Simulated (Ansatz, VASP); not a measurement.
One calculation of Ag2O, two programs

```
Ag O
1.0
     4.81198    0.00000    0.00000
     0.00000    4.81198    0.00000
     0.00000    0.00000    4.81198
Ag O
4 2
Direct
  0.25000 0.25000 0.25000
  0.25000 0.75000 0.75000
  0.75000 0.75000 0.25000
  0.75000 0.25000 0.75000
  0.00000 0.00000 0.00000
  0.50000 0.50000 0.50000
```

Alike in both runs: functional PBE; k mesh 8 × 8 × 8; occupations gaussian, width 0.1 eV; no spin polarisation.

Ansatz relaxed the structure, and its values are those at the end. VASP's run is a single point on that final structure, the one shown.

|  | VASP | Ansatz |
| --- | --- | --- |
| version | VASP 6.6.1 | Ansatz 0.2.0 |
| potentials or method | VASP PAW PBE potentials, release 64 (Ag, O), cutoff 600 eV | scalar-relativistic, plane waves, PAW |
| valence electrons in the cell | 56 | 88 |

|  | VASP | Ansatz | Ansatz less VASP |
| --- | --- | --- | --- |
| gap on the k mesh at the Fermi level (eV) | none | none | - |
| pressure (GPa) | -0.1 | 0.0 | +0.15 |

A gap of «none» marks a metal or a gap that the smearing closes. VASP's potentials hold 56 valence electrons a cell and Ansatz's 88, so a difference there can come from the potentials and not from the codes.
